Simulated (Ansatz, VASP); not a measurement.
# One calculation of Sn, two programs

Contents of POSCAR:

```
Sn
1.0
   -1.8946518192      1.8946518192      1.8946518192
    1.8946518192     -1.8946518192      1.8946518192
    1.8946518192      1.8946518192     -1.8946518192
Sn
1
Direct
    0.0000000000      0.0000000000      0.0000000000
```

Contents of INCAR.step1:

```
ALGO = Normal ; EDIFF = 1E-5
ENCUT = 520 ; GGA = PE
ISIF = 2 ; ISMEAR = -1
LASPH = True ; LCHARG = False
LREAL = False ; LWAVE = True
NBANDS = 13 ; NELM = 60
PREC = Accurate ; SIGMA = 0.05
```

File INCAR.step2:

```
AEXX = 0.25 ; ALGO = Normal
EDIFF = 1E-7 ; ENCUT = 520
GGA = PE ; HFSCREEN = 0.3
ISIF = 2 ; ISMEAR = -1
ISTART = 1 ; LASPH = True
LCHARG = False ; LHFCALC = True
LREAL = False ; LWAVE = False
NBANDS = 13 ; NELM = 60
PREC = Accurate ; PRECFOCK = Normal
SIGMA = 0.05
```

KPOINTS

```
k-points
0
Gamma
  5 5 5
```

File input:

```
crystal:
  lattice:
    - [-1.8946518192, 1.8946518192, 1.8946518192]
    - [1.8946518192, -1.8946518192, 1.8946518192]
    - [1.8946518192, 1.8946518192, -1.8946518192]
  atoms:
    - { symbol: Sn, position: [0.0, 0.0, 0.0] }
hamiltonian:
  xc: { exchange: pbe, correlation: pbe, exx: { coeff: 0.25, omega: 0.3 } }
  pseudopotentials: { kind: paw }
kpoints:
  mp_grid: { grid: [5, 5, 5] }
  band_path:
    path:
      - [[0.0, 0.0, 0.0], [0.5, -0.5, 0.5], [0.0, 0.0, 0.5], [0.0, 0.0, 0.0], [0.25, 0.25, 0.25], [0.5, -0.5, 0.5]]
      - [[0.25, 0.25, 0.25], [0.0, 0.0, 0.5]]
    npoints: 4
scf:
  occupations: { method: fermi_dirac, width: 0.05 }
  n_extra_bands: 6
output:
  forces: true
  stress: true
  eigenvalues: true
  fatbands: false
  write_density: true
  write_potential: true
  elf: true
  volumetric_format: npy
```

Alike in both runs: functional PBE-based screened hybrid; k mesh 5 × 5 × 5; occupations fermi-dirac, width 0.05 eV; no spin polarisation.

|  | VASP | Ansatz |
| --- | --- | --- |
| version | VASP 6.6.1 | Ansatz 0.2.0 |
| potentials or method | VASP PAW PBE potentials, release 64 (Sn_d) | Ansatz PAW |
| plane-wave cutoff (eV) | 520 | 420 |
| valence electrons in the cell | 14 | 14 |
| task | single point | band structure |

|  | VASP | Ansatz | Ansatz less VASP |
| --- | --- | --- | --- |
| gap on the k mesh at the Fermi level (eV) | none | none | - |
| pressure (GPa) | 2.0 | 2.1 | +0.01 |

VASP's potentials were made for PBE, not for PBE-based screened hybrid. A gap of «none» marks a metal or a gap that the smearing closes.

The k mesh is coarse, so the values compare programs but aren't converged.
